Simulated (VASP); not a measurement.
# P in VASP: single point with PBEsol

Aim: the single point of P with PBEsol.

All numbers are computed with VASP 6.6.1; they aren't measurements. Logs are shortened: lines on timing, memory, paths and dates and some standing lists are left out, and cuts for length are marked.

## Step 1: The cell of the first run

The typed cell holds 4 atoms: a = 2.435 Å, b = 2.435 Å, c = 9.286 Å, α = 90.00°, β = 90.01°, γ = 90.00°.

## Step 2: Single point, PBEsol (the distance across one plane changed)

The input, INCAR:

```
SYSTEM = P
PREC     = Accurate       ! precision mode
ENCUT    = 520            ! plane-wave cutoff, eV
EDIFF    = 1E-6           ! SCF threshold, eV
ISMEAR   = 0              ! smearing method
SIGMA    = 0.15           ! smearing width, eV
LREAL    = .False.        ! projectors in reciprocal space
LASPH    = .True.         ! aspherical terms in the spheres
NELM     = 60             ! most SCF steps
ALGO     = Normal         ! electronic algorithm
ISIF     = 2              ! what is computed and relaxed
LWAVE    = .False.        ! write WAVECAR
LCHARG   = .False.        ! write CHGCAR
GGA      = PS             ! functional
NBANDS   = 18             ! bands
```

The input, KPOINTS:

```
Automatic mesh
0
Gamma
  24 24 6
  0 0 0
```

The input, POSCAR:

```
P
1.0
   -2.4347371633      0.0000000000     -0.0052449062
    0.0000000000     -2.4346254889      0.0000000000
   -0.0191581562      0.0000000000      9.2858958016
P
4
Direct
    1.0000098167      0.0000000000      0.9032686181
    1.0000042072      0.0000000000      0.3871151221
    0.0000014024      0.0000000000      0.1290383740
    0.0000070119      0.0000000000      0.6451918701
```

Potentials or basis: VASP PAW PBE potentials, release 64 (P).

Run with:

```bash
$ cat potpaw_PBE.64/P/POTCAR > POTCAR
$ mpirun -np 1 vasp_std > vasp.out
```

OUTCAR:

```text
SYSTEM = P
   PREC = Accurate
   ENCUT = 520
   EDIFF = 1E-6
   ISMEAR = 0
   LREAL = .False.
   LASPH = .True.
   NELM = 60
   ISIF = 2
   GGA = PS

 ion  position               nearest neighbor table
   1  0.000  0.000  0.903-   3 2.10   4 2.40
   2  0.000  0.000  0.387-   4 2.40   3 2.40
   3  0.000  0.000  0.129-   1 2.10   2 2.40
   4  0.000  0.000  0.645-   1 2.40   2 2.40

  LATTYP: Found a simple monoclinic cell.
 ALAT       =     2.4347428126
 B/A-ratio  =     0.9999518127
 C/A-ratio  =     3.8139205162
 COS(beta)  =    -0.0000910520

  Lattice vectors:

 A1 = (  -2.4347371633,   0.0000000000,  -0.0052449062)
 A2 = (   0.0000000000,  -2.4346254889,   0.0000000000)
 A3 = (  -0.0191581562,   0.0000000000,   9.2858958016)

Analysis of symmetry for initial positions (statically):
=====================================================================
 Subroutine PRICEL returns:
 Original cell was already a primitive cell.

 Routine SETGRP: Setting up the symmetry group for a
 simple monoclinic supercell.

 Subroutine GETGRP returns: Found  4 space group operations
 (whereof  2 operations were pure point group operations)
 out of a pool of  4 trial point group operations.

The static configuration has the point symmetry C_1h.
 The point group associated with its full space group is C_2h.

Analysis of symmetry for dynamics (positions and initial velocities):
=====================================================================
 Subroutine PRICEL returns:
 Original cell was already a primitive cell.

 Routine SETGRP: Setting up the symmetry group for a
 simple monoclinic supercell.

 Subroutine GETGRP returns: Found  4 space group operations
 (whereof  2 operations were pure point group operations)
 out of a pool of  4 trial point group operations.

The dynamic configuration has the point symmetry C_1h.
 The point group associated with its full space group is C_2h.

 Subroutine INISYM returns: Found  4 space group operations
 (whereof  2 operations are pure point group operations),
 and found     1 'primitive' translations

----------------------------------------------------------------------------------------

                                     Primitive cell

  volume of cell :      55.0440

  direct lattice vectors                    reciprocal lattice vectors
    -2.434737163  0.000000000 -0.005244906    -0.410720126  0.000000000 -0.000847375
     0.000000000 -2.434625489  0.000000000     0.000000000 -0.410740791  0.000000000
    -0.019158156  0.000000000  9.285895802    -0.000231985  0.000000000  0.107689724

  length of vectors
     2.434742813  2.434625489  9.285915565     0.410721001  0.410740791  0.107689974

  position of ions in fractional coordinates (direct lattice)
     0.000009817  0.000000000  0.903268618
     0.000004207  0.000000000  0.387115122
     0.000001402  0.000000000  0.129038374
     0.000007012  0.000000000  0.645191870

  ion indices of the primitive-cell ions
   primitive index   ion index
                 1           1
                 2           2
                 3           3
                 4           4

----------------------------------------------------------------------------------------

 KPOINTS: Automatic mesh

Automatic generation of k-mesh.
 Grid dimensions read from file:
 generate k-points for:   24   24    6

 Generating k-lattice:

  Cartesian coordinates                     Fractional coordinates (reciprocal lattice)
    -0.017113339  0.000000000 -0.000035307     0.041666667  0.000000000  0.000000000
     0.000000000 -0.017114200  0.000000000     0.000000000  0.041666667  0.000000000
    -0.000038664  0.000000000  0.017948287     0.000000000  0.000000000  0.166666667

  Length of vectors
     0.017113375  0.017114200  0.017948329

  Shift w.r.t. Gamma in fractional coordinates (k-lattice)
     0.000000000  0.000000000  0.000000000

 Subroutine IBZKPT returns following result:
 ===========================================

 Found    962 irreducible k-points:

 Following reciprocal coordinates:
            Coordinates               Weight
  0.000000  0.000000  0.000000      1.000000
  0.041667  0.000000  0.000000      2.000000
  0.083333  0.000000  0.000000      2.000000
  0.125000  0.000000  0.000000      2.000000
  0.166667  0.000000 -0.000000      2.000000
  0.208333  0.000000 -0.000000      2.000000
[... 16 lines left out ...]
  0.375000  0.041667 -0.000000      4.000000
  0.416667  0.041667  0.000000      4.000000
 [... further k-points ...]
   k-points           NKPTS =    962   k-points in BZ     NKDIM =    962   number of bands    NBANDS=     18
   number of dos      NEDOS =    301   number of ions     NIONS =      4
   total plane-waves  NPLWV =  22680
   dimension x,y,z NGX =    18 NGY =   18 NGZ =   70
   dimension x,y,z NGXF=    36 NGYF=   36 NGZF=  140
   ions per type =               4
   NGX,Y,Z   is equivalent  to a cutoff of  12.29, 12.29, 12.53 a.u.
   NGXF,Y,Z  is equivalent  to a cutoff of  24.58, 24.58, 25.06 a.u.
 SYSTEM =  P
   PREC   = accura    normal or accurate (medium, high low for compatibility)
   ISTART =      0    job   : 0-new  1-cont  2-samecut
   ICHARG =      2    charge: 1-file 2-atom 10-const
   ISPIN  =      1    spin polarized calculation?
   LNONCOLLINEAR =      F non collinear calculations
   LSORBIT =      F    spin-orbit coupling
   LASPH  =      T    aspherical Exc in radial PAW
   ENCUT  =  520.0 eV  38.22 Ry    6.18 a.u.   4.53  4.53 17.27*2*pi/ulx,y,z
   NELM   =     60;   NELMIN=  2; NELMDL= -5     # of ELM steps
   EDIFF  = 0.1E-05   stopping-criterion for ELM
   LREAL  =      F    real-space projection
   EDIFFG = 0.1E-04   stopping-criterion for IOM
   NSW    =      0    number of steps for IOM
   IBRION =     -1    ionic relax: 0-MD 1-quasi-New 2-CG
   NFREE  =      0    steps in history (QN), initial steepest desc. (CG)
   ISIF   =      2    stress and relaxation
   ISYM   =      2    0-nonsym 1-usesym 2-fastsym
   POTIM  = 0.5000    time-step for ionic-motion
   TEBEG  =    0.0;   TEEND  =   0.0 temperature during run
   PSTRESS=    0.0 pullay stress
   NELECT =      20.0000    total number of electrons
   NUPDOWN=      -1.0000    fix difference up-down
   EMIN   =  10.00;   EMAX   =-10.00  energy-range for DOS
   EFERMI =   0.00;   METHOD = LEGACY
   ISMEAR =     0;   SIGMA  =   0.15  broadening in eV -4-tet -1-fermi 0-gaus
   EFERMI_NEDOS =   21; number of points for ismear=-14 and -15
   IALGO  =     38    algorithm
   IMIX   =      4    mixing-type and parameters
     AMIX     =   0.40;   BMIX     =  1.00
     AMIX_MAG =   1.60;   BMIX_MAG =  1.00
  volume/ion in A,a.u.               =      13.76        92.86
  Fermi-wavevector in a.u.,A,eV,Ry     =   1.168194  2.207566 18.567549  1.364676
  Thomas-Fermi vector in A             =   2.304684
   LORBIT       =      0    0 simple, 1 ext, 2 COOP (PROOUT), +10 PAW based schemes
   GGA     = PS    functional components
   LHFCALC =     F    Hartree Fock is set to
   AEXX    =    0.0000 exact exchange contribution
   IVDW    =     0    specifies the selected vdW correction
   LEPSILON=     F    determine dielectric tensor
   LRPA    =     F    only Hartree local field effects (RPA)
 non-spin polarized calculation
 Gauss-broadening in eV      SIGMA  =   0.15
  energy-cutoff  :      520.00
  volume of cell :       55.04
 maximum number of plane-waves:      1527
   NGX =  9   NGY =  9   NGZ = 35

 number of electron      19.9999994 magnetization

 Free energy of the ion-electron system (eV)
  ---------------------------------------------------
  ext. energy  EPLUGINS =         0.00000000
  ---------------------------------------------------
  free energy    TOTEN  =       -22.77635740 eV

  energy without entropy =      -22.76499009  energy(sigma->0) =      -22.77067374

 E-fermi :  10.4383     XC(G=0): -11.6102

 val. band max:       10.4375077823   @ k =   0.1667   0.1250   0.5000
 cond. band min:      10.4384078778   @ k =   0.1250   0.1667   0.5000
 fundamental gap:      0.0009000955
 Fermi energy:        10.4382834598

 k-point     1 :       0.0000    0.0000    0.0000
  band No.  band energies     occupation
      1      -6.9726      2.00000
      2      -5.3354      2.00000
      3      -4.7867      2.00000
      4      -1.3675      2.00000
      5       1.1854      2.00000
      6       7.4474      2.00000
[... 10 lines left out ...]
     17      17.9596      0.00000
     18      18.3958      0.00000

 k-point     2 :       0.0417    0.0000    0.0000
  band No.  band energies     occupation
      1      -6.9331      2.00000
      2      -5.2958      2.00000
      3      -4.7469      2.00000
      4      -1.3274      2.00000
      5       1.2210      2.00000
      6       7.4773      2.00000
[... 10 lines left out ...]
     17      17.8729      0.00000
     18      18.6199      0.00000

 k-point     3 :       0.0833    0.0000    0.0000
  band No.  band energies     occupation
      1      -6.8146      2.00000
      2      -5.1772      2.00000
      3      -4.6278      2.00000
      4      -1.2071      2.00000
      5       1.3275      2.00000
      6       7.5644      2.00000
[... 10 lines left out ...]
     17      18.7758      0.00000
     18      19.0620      0.00000

 k-point     4 :       0.1250    0.0000    0.0000
  band No.  band energies     occupation
      1      -6.6180      2.00000
      2      -4.9801      2.00000
      3      -4.4299      2.00000
      4      -1.0071      2.00000
      5       1.5037      2.00000
      6       7.6978      2.00000
[... 10 lines left out ...]
     17      18.9211      0.00000
     18      19.9358      0.00000

 k-point     5 :       0.1667    0.0000   -0.0000
  band No.  band energies     occupation
      1      -6.3444      2.00000
      2      -4.7058      2.00000
      3      -4.1544      2.00000
      4      -0.7281      2.00000
      5       1.7469      2.00000
      6       7.8377      2.00000
[... 10 lines left out ...]
     17      18.8930      0.00000
     18      19.1212      0.00000

 k-point     6 :       0.2083    0.0000   -0.0000
  band No.  band energies     occupation
      1      -5.9959      2.00000
      2      -4.3562      2.00000
      3      -3.8031      2.00000
      4      -0.3712      2.00000
      5       2.0532      2.00000
      6       7.6907      2.00000
[... 307 lines left out ...]
 k-point    21 :       0.2917    0.0417   -0.0000
  band No.  band energies     occupation
      1      -5.0509      2.00000
      2      -3.4061      2.00000
      3      -2.8469      2.00000
      4       0.6080      2.00000
      5       2.8578      2.00000
      6       5.3073      2.00000
[... 10 lines left out ...]
     17      19.1314      0.00000
     18      19.6194      0.00000

 k-point    22 :       0.3333    0.0417   -0.0000
  band No.  band energies     occupation
      1      -4.5096      2.00000
      2      -2.8593      2.00000
      3      -2.2953      2.00000
      4       1.1835      2.00000
      5       3.2798      2.00000
      6       4.1211      2.00000
[... 10 lines left out ...]
     17      19.1208      0.00000
     18      19.6257      0.00000

 k-point    23 :       0.3750    0.0417   -0.0000
  band No.  band energies     occupation
      1      -3.9323      2.00000
      2      -2.2726      2.00000
      3      -1.7014      2.00000
      4       1.8189      2.00000
      5       2.9687      2.00000
      6       3.7665      2.00000
[... 10 lines left out ...]
     17      18.8187      0.00000
     18      19.5078      0.00000

 k-point    24 :       0.4167    0.0417    0.0000
  band No.  band energies     occupation
      1      -3.3608      2.00000
      2      -1.6853      2.00000
      3      -1.1037      2.00000
      4       2.0391      2.00000
      5       2.4926      2.00000
      6       3.4803      2.00000
[... 10 lines left out ...]
     17      18.6827      0.00000
     18      19.8296      0.00000

 [... further k-points ...]

------------------------ aborting loop because EDIFF is reached ----------------------------------------

  FORCE on cell =-STRESS in cart. coord.  units (eV):
  Direction    XX          YY          ZZ          XY          YZ          ZX
  --------------------------------------------------------------------------------------
  -------------------------------------------------------------------------------------
  Total        0.2587692      0.2633704      6.9753504      0.0000000      0.0000000     -0.0161740
  in kB        7.5320488      7.6659765    203.0329968      0.0000000      0.0000000     -0.4707804
  external PRESSURE =      72.7436740 kB  Pullay stress =       0.0000000 kB

 VOLUME and BASIS-vectors are now :
 -----------------------------------------------------------------------------
  energy-cutoff  :      520.00
  volume of cell :       55.04
      direct lattice vectors                 reciprocal lattice vectors
    -2.434737163  0.000000000 -0.005244906    -0.410720126  0.000000000 -0.000847375
     0.000000000 -2.434625489  0.000000000     0.000000000 -0.410740791  0.000000000
    -0.019158156  0.000000000  9.285895802    -0.000231985  0.000000000  0.107689724

 POSITION                                       TOTAL-FORCE (eV/Angst)
 -----------------------------------------------------------------------------------
     -0.01733      0.00000      8.38766         0.004788      0.000000     -2.259650
     -0.00743      0.00000      3.59471        -0.000986      0.000000      0.473177
     -0.00248      0.00000      1.19824        -0.004788      0.000000      2.259650
     -0.01238      0.00000      5.99118         0.000986      0.000000     -0.473177
 -----------------------------------------------------------------------------------
    total drift:                                0.000000      0.000000     -0.000006

  FREE ENERGIE OF THE ION-ELECTRON SYSTEM (eV)
  ---------------------------------------------------
  free  energy   TOTEN  =       -22.7763573990 eV

  energy  without entropy=      -22.7649900867  energy(sigma->0) =      -22.77067374
```

Wall time 4.7 min (1 thread of Intel Xeon 6975P-C (Granite Rapids), shared host); peak memory 0.69 GiB.

What came out:

| Quantity | Value |
| --- | --- |
| Free energy | -22.7764 eV |
| Pressure | 7.3 GPa |
| Largest force | 2.260 eV/Å |
| Band gap on the k mesh | zero (bands 10 and 11 overlap by 8.72 eV) |

Forces on the atoms (eV/Å):
```
P    0.005  0.000 -2.260
P   -0.001  0.000  0.473
P   -0.005  0.000  2.260
P    0.001  0.000 -0.473
```

Levels at points of the mesh, in eV from the Fermi level:
```tsv
k point	band 6	band 7	band 8	band 9	band 10	band 11	band 12	band 13	band 14	band 15
(0.00, 0.00, 0.00)	-2.99	-2.32	4.32	4.33	5.67	5.68	6.14	6.14	6.24	6.78
(0.50, 0.00, 0.00)	-7.52	-7.01	-5.90	-5.00	0.52	0.57	1.33	6.33	6.69	7.14
(0.00, 0.50, 0.00)	-7.52	-7.01	-5.90	-5.00	0.52	0.57	1.33	6.33	6.69	7.14
(0.50, 0.50, 0.00)	-4.59	-4.59	-4.14	-4.14	-2.82	-1.87	-1.87	-0.98	0.31	1.79
(0.00, 0.00, 0.50)	-6.46	1.56	2.56	4.41	4.41	5.21	5.21	6.36	7.00	7.06
(0.50, 0.00, 0.50)	-8.59	-6.36	-5.89	-3.39	-2.67	2.34	2.64	4.72	5.85	7.21
(0.00, 0.50, 0.50)	-8.59	-6.36	-5.89	-3.39	-2.67	2.34	2.64	4.72	5.85	7.20
(0.50, 0.50, 0.50)	-5.14	-5.01	-4.29	-3.10	-3.10	-2.63	-2.63	0.49	1.06	1.07
```

Caveat: the cell differs from its parent crystal (the distance across one plane changed); the stress differs along the axes, from 1 to 20 GPa; the PAW data sets were made with another functional, which shifts forces and pressure a little.
